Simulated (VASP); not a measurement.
# Li (P2_13) in VASP: a series of runs

Li is run at these levels: PBE; tasks: single point.

Program: VASP 6.6.1. These are calculated values, not measurements. Logs are shortened: lines on timing, memory, paths and dates and some standing lists are left out, and cuts for length are marked.

## Step 1: The cell of the first run

The structure is cubic, space group P2_13 (No. 198). The conventional cell has a = 4.364 Å, b = 4.364 Å, c = 4.364 Å, α = 90.00°, β = 90.00°, γ = 90.00°. Li (site symmetry 3) has 6 Li at 2.67 Å within 3.5 Å.

## Step 2: Single point, PBE

The input, INCAR:

```
SYSTEM = Li
PREC     = Accurate       ! precision mode
ENCUT    = 520            ! plane-wave cutoff, eV
EDIFF    = 1E-7           ! SCF threshold, eV
ISMEAR   = -1             ! smearing method
SIGMA    = 0.05           ! smearing width, eV
LREAL    = .FALSE.        ! projectors in reciprocal space
LASPH    = .TRUE.         ! aspherical terms in the spheres
NELM     = 100            ! most SCF steps
ALGO     = Normal         ! electronic algorithm
ISIF     = 2              ! what is computed and relaxed
LWAVE    = .FALSE.        ! write WAVECAR
LCHARG   = .TRUE.         ! write CHGCAR
GGA      = PE             ! functional
LELF     = .TRUE.         ! ELF
LVHAR    = .TRUE.       
NBANDS   = 14             ! bands
```

The input, KPOINTS:

```
Automatic mesh
0
G
  6 6 6
  0 0 0
```

The input, POSCAR:

```
Li
1.0
    4.3635078726      0.0000000000      0.0000000000
    0.0000000000      4.3635078726      0.0000000000
    0.0000000000      0.0000000000      4.3635078726
Li
4
Direct
    0.6254320000      0.8745680000      0.1254320000
    0.1254320000      0.6254320000      0.8745680000
    0.3745680000      0.3745680000      0.3745680000
    0.8745680000      0.1254320000      0.6254320000
```

Potentials or basis: VASP PAW PBE potentials, release 64 (Li_sv).

On the command line:

```bash
$ cat potpaw_PBE.64/Li_sv/POTCAR > POTCAR
$ mpirun -np 1 vasp_std > vasp.out
```

OUTCAR:

```text
SYSTEM = Li
   PREC = Accurate
   ENCUT = 520
   EDIFF = 1E-7
   ISMEAR = -1
   LREAL = .FALSE.
   LASPH = .TRUE.
   NELM = 100
   ISIF = 2
   GGA = PE

 ion  position               nearest neighbor table
   1  0.625  0.875  0.125-
   2  0.125  0.625  0.875-
   3  0.375  0.375  0.375-
   4  0.875  0.125  0.625-

  LATTYP: Found a simple cubic cell.
 ALAT       =     4.3635078726

  Lattice vectors:

 A1 = (   4.3635078726,   0.0000000000,   0.0000000000)
 A2 = (   0.0000000000,   4.3635078726,   0.0000000000)
 A3 = (   0.0000000000,   0.0000000000,   4.3635078726)

Analysis of symmetry for initial positions (statically):
=====================================================================
 Subroutine PRICEL returns:
 Original cell was already a primitive cell.

 Routine SETGRP: Setting up the symmetry group for a
 simple cubic supercell.

 Subroutine GETGRP returns: Found 12 space group operations
 (whereof  3 operations were pure point group operations)
 out of a pool of 48 trial point group operations.

The static configuration has the point symmetry C_3 .
 The point group associated with its full space group is T   .

Analysis of symmetry for dynamics (positions and initial velocities):
=====================================================================
 Subroutine PRICEL returns:
 Original cell was already a primitive cell.

 Routine SETGRP: Setting up the symmetry group for a
 simple cubic supercell.

 Subroutine GETGRP returns: Found 12 space group operations
 (whereof  3 operations were pure point group operations)
 out of a pool of 48 trial point group operations.

The dynamic configuration has the point symmetry C_3 .
 The point group associated with its full space group is T   .

 Subroutine INISYM returns: Found 12 space group operations
 (whereof  3 operations are pure point group operations),
 and found     1 'primitive' translations

----------------------------------------------------------------------------------------

                                     Primitive cell

  volume of cell :      83.0821

  direct lattice vectors                    reciprocal lattice vectors
     4.363507873  0.000000000  0.000000000     0.229173415  0.000000000  0.000000000
     0.000000000  4.363507873  0.000000000     0.000000000  0.229173415  0.000000000
     0.000000000  0.000000000  4.363507873     0.000000000  0.000000000  0.229173415

  length of vectors
     4.363507873  4.363507873  4.363507873     0.229173415  0.229173415  0.229173415

  position of ions in fractional coordinates (direct lattice)
     0.625432000  0.874568000  0.125432000
     0.125432000  0.625432000  0.874568000
     0.374568000  0.374568000  0.374568000
     0.874568000  0.125432000  0.625432000

  ion indices of the primitive-cell ions
   primitive index   ion index
                 1           1
                 2           2
                 3           3
                 4           4

----------------------------------------------------------------------------------------

 KPOINTS: Automatic mesh

Automatic generation of k-mesh.
 Grid dimensions read from file:
 generate k-points for:    6    6    6

 Generating k-lattice:

  Cartesian coordinates                     Fractional coordinates (reciprocal lattice)
     0.038195569  0.000000000  0.000000000     0.166666667  0.000000000  0.000000000
     0.000000000  0.038195569  0.000000000     0.000000000  0.166666667  0.000000000
     0.000000000  0.000000000  0.038195569     0.000000000  0.000000000  0.166666667

  Length of vectors
     0.038195569  0.038195569  0.038195569

  Shift w.r.t. Gamma in fractional coordinates (k-lattice)
     0.000000000  0.000000000  0.000000000

 Subroutine IBZKPT returns following result:
 ===========================================

 Found     24 irreducible k-points:

 Following reciprocal coordinates:
            Coordinates               Weight
  0.000000  0.000000  0.000000      1.000000
  0.166667  0.000000  0.000000      6.000000
  0.333333  0.000000  0.000000      6.000000
  0.500000  0.000000  0.000000      3.000000
  0.166667  0.166667  0.000000     12.000000
  0.333333  0.166667  0.000000     12.000000
[... 16 lines left out ...]
  0.500000  0.500000  0.333333      6.000000
  0.500000  0.500000  0.500000      1.000000
   k-points           NKPTS =     24   k-points in BZ     NKDIM =     24   number of bands    NBANDS=     14
   number of dos      NEDOS =    301   number of ions     NIONS =      4
   total plane-waves  NPLWV =  32768
   dimension x,y,z NGX =    32 NGY =   32 NGZ =   32
   dimension x,y,z NGXF=    64 NGYF=   64 NGZF=   64
   ions per type =               4
   NGX,Y,Z   is equivalent  to a cutoff of  12.19, 12.19, 12.19 a.u.
   NGXF,Y,Z  is equivalent  to a cutoff of  24.38, 24.38, 24.38 a.u.
 SYSTEM =  Li
   PREC   = accura    normal or accurate (medium, high low for compatibility)
   ISTART =      0    job   : 0-new  1-cont  2-samecut
   ICHARG =      2    charge: 1-file 2-atom 10-const
   ISPIN  =      1    spin polarized calculation?
   LNONCOLLINEAR =      F non collinear calculations
   LSORBIT =      F    spin-orbit coupling
   LASPH  =      T    aspherical Exc in radial PAW
   ENCUT  =  520.0 eV  38.22 Ry    6.18 a.u.   8.11  8.11  8.11*2*pi/ulx,y,z
   NELM   =    100;   NELMIN=  2; NELMDL= -5     # of ELM steps
   EDIFF  = 0.1E-06   stopping-criterion for ELM
   LREAL  =      F    real-space projection
   EDIFFG = 0.1E-05   stopping-criterion for IOM
   NSW    =      0    number of steps for IOM
   IBRION =     -1    ionic relax: 0-MD 1-quasi-New 2-CG
   NFREE  =      0    steps in history (QN), initial steepest desc. (CG)
   ISIF   =      2    stress and relaxation
   ISYM   =      2    0-nonsym 1-usesym 2-fastsym
   POTIM  = 0.5000    time-step for ionic-motion
   TEBEG  =    0.0;   TEEND  =   0.0 temperature during run
   PSTRESS=    0.0 pullay stress
   NELECT =      12.0000    total number of electrons
   NUPDOWN=      -1.0000    fix difference up-down
   EMIN   =  10.00;   EMAX   =-10.00  energy-range for DOS
   EFERMI =   0.00;   METHOD = LEGACY
   ISMEAR =    -1;   SIGMA  =   0.05  broadening in eV -4-tet -1-fermi 0-gaus
   EFERMI_NEDOS =   21; number of points for ismear=-14 and -15
   IALGO  =     38    algorithm
   IMIX   =      4    mixing-type and parameters
     AMIX     =   0.40;   BMIX     =  1.00
     AMIX_MAG =   1.60;   BMIX_MAG =  1.00
  volume/ion in A,a.u.               =      20.77       140.17
  Fermi-wavevector in a.u.,A,eV,Ry     =   0.858947  1.623174 10.038232  0.737789
  Thomas-Fermi vector in A             =   1.976228
   LORBIT       =      0    0 simple, 1 ext, 2 COOP (PROOUT), +10 PAW based schemes
   GGA     = PE    functional components
   LHFCALC =     F    Hartree Fock is set to
   AEXX    =    0.0000 exact exchange contribution
   IVDW    =     0    specifies the selected vdW correction
   LEPSILON=     F    determine dielectric tensor
   LRPA    =     F    only Hartree local field effects (RPA)
 non-spin polarized calculation
  energy-cutoff  :      520.00
  volume of cell :       83.08
 maximum number of plane-waves:      2272
   NGX = 17   NGY = 17   NGZ = 17

 number of electron      12.0000029 magnetization

 Free energy of the ion-electron system (eV)
  ---------------------------------------------------
  ext. energy  EPLUGINS =         0.00000000
  ---------------------------------------------------
  free energy    TOTEN  =        -6.58390446 eV

  energy without entropy =       -6.57038144  energy(sigma->0) =       -6.57714295

 E-fermi :   0.7996     XC(G=0):  -6.9764

 val. band max:        0.6452616479   @ k =   0.5000   0.5000   0.1667
 cond. band min:       0.8201370065   @ k =   0.3333   0.3333   0.0000
 fundamental gap:      0.1748753585
 Fermi energy:         0.7995957780

 k-point     1 :       0.0000    0.0000    0.0000
  band No.  band energies     occupation
      1     -46.4516      2.00000
      2     -46.4010      2.00000
      3     -46.4010      2.00000
      4     -46.4010      2.00000
      5      -2.9219      2.00000
      6       2.9812      0.00000
      7       2.9812      0.00000
      8       2.9812      0.00000
      9       3.1054      0.00000
     10       3.1054      0.00000
     11       3.1054      0.00000
     12       8.9562      0.00000
     13       8.9562      0.00000
     14       9.3090      0.00000

 k-point     2 :       0.1667    0.0000    0.0000
  band No.  band energies     occupation
      1     -46.4491      2.00000
      2     -46.4091      2.00000
      3     -46.4002      2.00000
      4     -46.3963      2.00000
      5      -2.7595      2.00000
      6       1.2360      0.00032
      7       2.9756      0.00000
      8       3.0310      0.00000
      9       3.2967      0.00000
     10       3.3037      0.00000
     11       5.0469      0.00000
     12       7.6754      0.00000
     13       8.3384      0.00000
     14       8.3555      0.00000

 k-point     3 :       0.3333    0.0000    0.0000
  band No.  band energies     occupation
      1     -46.4418      2.00000
      2     -46.4198      2.00000
      3     -46.3982      2.00000
      4     -46.3949      2.00000
      5      -2.2688      2.00000
      6      -0.2752      2.00000
      7       3.0809      0.00000
      8       3.1344      0.00000
      9       3.8182      0.00000
     10       3.8273      0.00000
     11       6.3788      0.00000
     12       6.4241      0.00000
     13       6.7664      0.00000
     14       7.4394      0.00000
[... 324 lines left out ...]
 k-point    23 :       0.5000    0.5000    0.3333
  band No.  band energies     occupation
      1     -46.4198      2.00000
      2     -46.4198      2.00000
      3     -46.4074      2.00000
      4     -46.4074      2.00000
      5       0.2565      1.99996
      6       0.2565      1.99996
      7       0.8767      0.35226
      8       0.8767      0.35226
      9       3.2239      0.00000
     10       3.2239      0.00000
     11       3.2482      0.00000
     12       3.2482      0.00000
     13      11.7627      0.00000
     14      11.7628      0.00000

 k-point    24 :       0.5000    0.5000    0.5000
  band No.  band energies     occupation
      1     -46.4136      2.00000
      2     -46.4136      2.00000
      3     -46.4136      2.00000
      4     -46.4136      2.00000
      5       0.8255      0.74630
      6       0.8255      0.74630
      7       0.8255      0.74630
      8       0.8255      0.74630
      9       2.6714      0.00000
     10       2.6714      0.00000
     11       2.6714      0.00000
     12       2.6714      0.00000
     13      13.1070      0.00000
     14      13.1070      0.00000

------------------------ aborting loop because EDIFF is reached ----------------------------------------

  FORCE on cell =-STRESS in cart. coord.  units (eV):
  Direction    XX          YY          ZZ          XY          YZ          ZX
  --------------------------------------------------------------------------------------
  -------------------------------------------------------------------------------------
  Total        0.3522736      0.3522736      0.3522736     -0.0000000      0.0000000      0.0000000
  in kB        6.7933407      6.7933407      6.7933407     -0.0000000      0.0000000      0.0000000
  external PRESSURE =       6.7933407 kB  Pullay stress =       0.0000000 kB

 VOLUME and BASIS-vectors are now :
 -----------------------------------------------------------------------------
  energy-cutoff  :      520.00
  volume of cell :       83.08
      direct lattice vectors                 reciprocal lattice vectors
     4.363507873  0.000000000  0.000000000     0.229173415  0.000000000  0.000000000
     0.000000000  4.363507873  0.000000000     0.000000000  0.229173415  0.000000000
     0.000000000  0.000000000  4.363507873     0.000000000  0.000000000  0.229173415

 POSITION                                       TOTAL-FORCE (eV/Angst)
 -----------------------------------------------------------------------------------
      2.72908      3.81618      0.54732         0.002904     -0.002904      0.002904
      0.54732      2.72908      3.81618         0.002904      0.002904     -0.002904
      1.63443      1.63443      1.63443        -0.002904     -0.002904     -0.002904
      3.81618      0.54732      2.72908        -0.002904      0.002904      0.002904
 -----------------------------------------------------------------------------------
    total drift:                               -0.000000     -0.000000     -0.000000

  FREE ENERGIE OF THE ION-ELECTRON SYSTEM (eV)
  ---------------------------------------------------
  free  energy   TOTEN  =        -6.5839044634 eV

  energy  without entropy=       -6.5703814440  energy(sigma->0) =       -6.57714295
```

Wall time 18 s (1 thread of AMD EPYC 7R13 (Zen 3), shared host); peak memory 0.14 GiB.

Results:

```
Free energy            : -6.5839 eV
Largest force          : 0.005 eV/Å
Band gap on the k mesh : zero (bands 6 and 7 overlap by 2.44 eV)
```

Forces on the atoms (eV/Å):
```
Li   0.003 -0.003  0.003
Li   0.003  0.003 -0.003
Li  -0.003 -0.003 -0.003
Li  -0.003  0.003  0.003
```

Caveat: the cutoff is under 1.25 times the usual one of these potentials, so pressure, stress and relaxed cells hold a basis-set (Pulay) error.

## Step 3: Single point, PBE

This run uses another cell than the first one, of 21.21 Å³/atom.

The input, INCAR:

```
PREC = Accurate
ENCUT = 520
EDIFF = 1E-6
ISMEAR = -1
SIGMA = 0.05
LREAL = F
LASPH = T
NELM = 60
ALGO = Normal
ISIF = 2
LWAVE = F
LCHARG = F
GGA = PE
NBANDS = 14
```

The input, KPOINTS:

```
Automatic mesh
0
Gamma
  6 6 6
```

The input, POSCAR:

```
Li
1.0
    4.3942378137      0.0000000000      0.0000000000
    0.0000000000      4.3942378137      0.0000000000
    0.0000000000      0.0000000000      4.3942378137
Li
4
Direct
    0.6254320000      0.8745680000      0.1254320000
    0.1254320000      0.6254320000      0.8745680000
    0.3745680000      0.3745680000      0.3745680000
    0.8745680000      0.1254320000      0.6254320000
```

Potentials or basis: VASP PAW PBE potentials, release 64 (Li_sv).

On the command line:

```bash
$ cat potpaw_PBE.64/Li_sv/POTCAR > POTCAR
$ mpirun -np 1 vasp_std > vasp.out
```

Run time: 25 s. Hardware: 1 thread of AMD EPYC 7R13 (Zen 3), shared host; peak memory 0.16 GiB.

It converged, with:

```
Free energy            : -6.5912 eV
Largest force          : 0.005 eV/Å
Band gap on the k mesh : zero (bands 6 and 7 overlap by 2.41 eV)
```

Forces in eV/Å, atoms in the order of the input:
```
Li   0.003 -0.003  0.003
Li   0.003  0.003 -0.003
Li  -0.003 -0.003 -0.003
Li  -0.003  0.003  0.003
```

Levels at points of the mesh, in eV from the Fermi level:
| k point | band 2 | band 3 | band 4 | band 5 | band 6 | band 7 | band 8 | band 9 | band 10 | band 11 |
| --- | --- | --- | --- | --- | --- | --- | --- | --- | --- | --- |
| (0.00, 0.00, 0.00) | -47.21 | -47.21 | -47.21 | -3.68 | 2.15 | 2.15 | 2.15 | 2.30 | 2.30 | 2.30 |
| (0.50, 0.00, 0.00) | -47.24 | -47.20 | -47.20 | -2.21 | -2.21 | 2.35 | 2.35 | 3.44 | 3.44 | 4.95 |
| (0.50, 0.50, 0.00) | -47.23 | -47.21 | -47.21 | -1.15 | -1.15 | -0.26 | -0.26 | 3.90 | 3.90 | 5.09 |
| (0.50, 0.50, 0.50) | -47.22 | -47.22 | -47.22 | 0.05 | 0.05 | 0.05 | 0.05 | 1.83 | 1.83 | 1.83 |

Caveat: the cutoff is under 1.25 times the usual one of these potentials, so pressure, stress and relaxed cells hold a basis-set (Pulay) error.
